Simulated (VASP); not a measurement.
Ta, 4 atoms in the cell. The cell holds a wire or tube with vacuum around it, 4 atoms: a = 22.709 Å, b = 22.709 Å, c = 2.377 Å, α = 90.00°, β = 90.00°, γ = 90.00°. 

| Quantity | Value |
| --- | --- |
| Program | VASP 6.6.1 |
| Task | single point |
| Functional | PBEsol |
| Potentials or basis | VASP PAW PBE potentials, release 64 (Ta_pv) |
| Cutoff | 500 eV |
| k mesh | 1 × 1 × 5 |
| Occupations | methfessel-paxton, width 0.3 eV |
| Spin | no spin polarisation |
| Dipole correction | no |
| Second try | not_converged |
| Further INCAR settings | ALGO = All; EDIFF = 1e-06; NBANDS = 30 |

Potentials or basis: VASP PAW PBE potentials, release 64 (Ta_pv).

Command:

```sh
$ cat potpaw_PBE.64/Ta_pv/POTCAR > POTCAR
$ mpirun -np 4 vasp_std > vasp.out
```

Hardware: 4 MPI ranks on Intel(R) Xeon(R) Platinum 8375C CPU @ 2.90GHz (Ice Lake), on a shared host.

**Question.** How long does it take, and how much memory?

**Answer.** Wall time 11 min on 4 MPI ranks on Intel(R) Xeon(R) Platinum 8375C CPU @ 2.90GHz (Ice Lake), with other jobs on the host, peak memory 0.38 GiB a rank. Counts: scf iterations 124, k points 3.
